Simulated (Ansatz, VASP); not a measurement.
# LaP in VASP and in Ansatz

```
La P
1.0
     0.00000    3.03325    3.03325
     3.03325    0.00000    3.03325
     3.03325    3.03325    0.00000
La P
1 1
Direct
  0.00000 0.00000 0.00000
  0.50000 0.50000 0.50000
```

Change from the starting cell: volume scaled by 1, crystal datasets.

Alike in both runs: task electric field gradients; functional LDA; k mesh 10 × 10 × 10; occupations fermi-dirac, width 0.05 eV; no spin polarisation.

|  | VASP | Ansatz |
| --- | --- | --- |
| version | VASP 6.6.1 | Ansatz 0.2.0 |
| potentials or method | VASP PAW LDA potentials, release 64 (La, P), cutoff 520 eV | all-electron PAW with datasets made for the crystal, scalar-relativistic |

|  | VASP | Ansatz | Ansatz less VASP |
| --- | --- | --- | --- |
| pressure (GPa) | -4.6 | -4.6 | +0.05 |

LDA's correlation is that of Perdew and Zunger in VASP and of Perdew and Wang (1992) in Ansatz. Ansatz ran all-electron here, and VASP with PAW potentials.

Spin-orbit coupling is off throughout.
